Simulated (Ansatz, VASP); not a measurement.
## CdTe: VASP beside Ansatz

```
Cd Te
1.0
     0.00000    2.65799    2.65799
     2.65799    0.00000    2.65799
     2.65799    2.65799    0.00000
Cd Te
1 1
Direct
  0.00000 0.00000 0.00000
  0.50000 0.50000 0.50000
```

Change from the starting cell: volume scaled by 0.72, PAW files.

Alike in both runs: task single point; functional LDA; k mesh 13 × 13 × 13; occupations fermi-dirac, width 0.05 eV; no spin polarisation.

|  | VASP | Ansatz |
| --- | --- | --- |
| version | VASP 6.6.1 | Ansatz 0.2.0 |
| potentials or method | VASP PAW LDA potentials, release 64 (Cd, Te) | PAW with Ansatz's default frozen-core files, scalar-relativistic |
| plane-wave cutoff (eV) | 520 | 420 |
| valence electrons in the cell | 18 | 36 |

```tsv
	VASP	Ansatz	Ansatz less VASP
pressure (GPa)	47.4	45.6	-1.72
```

LDA's correlation is that of Perdew and Zunger in VASP and of Perdew and Wang (1992) in Ansatz. Both programs put the cell under a high pressure, so it lies far from rest at this level. VASP's potentials hold 18 valence electrons a cell and Ansatz's 36, so a difference there can come from the potentials and not from the codes.

Spin-orbit coupling is off throughout.
